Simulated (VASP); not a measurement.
Input of a VASP 6.6.1 run:

INCAR

```
PREC = Accurate
ENCUT = 520
EDIFF = 1E-6
ISMEAR = 1
SIGMA = 0.1
LREAL = False
LASPH = True
NELM = 60
ALGO = Normal
ISIF = 2
LWAVE = False
LCHARG = True
GGA = PS
IVDW = 12
LELF = True
LVHAR = True
NBANDS = 10
```

Contents of KPOINTS:

```
regular mesh
0
Gamma
  5 6 5
```

Contents of POSCAR:

```
K
1.0
   -2.6871970000      2.6965760000      2.6774380000
    2.6840370000     -2.6797820000      2.6574850000
    2.7391460000      2.7317310000     -2.6606450000
K
1
Direct
    0.0000000000      0.0000000000      0.0000000000
```

Potentials or basis: VASP PAW PBE potentials, release 64 (K_sv).

The run is started by

```console
$ cat potpaw_PBE.64/K_sv/POTCAR > POTCAR
$ mpirun -np 1 vasp_std > vasp.out
```

Q: Estimate the pressure.

A: -0.6 GPa.

Q: Estimate the dispersion energy per atom.

A: -0.116 eV.

Stress tensor (GPa, compression positive):
```
-0.48 -0.08 -0.14
-0.08 -0.69 -0.04
-0.14 -0.04 -0.49
```

Caveat: the cell differs from its parent crystal (the cell strained at random); three body term missing; the PAW data sets were made with another functional, which shifts forces and pressure a little; pairwise dispersion overbinds metals, which lowers pressure and volume.
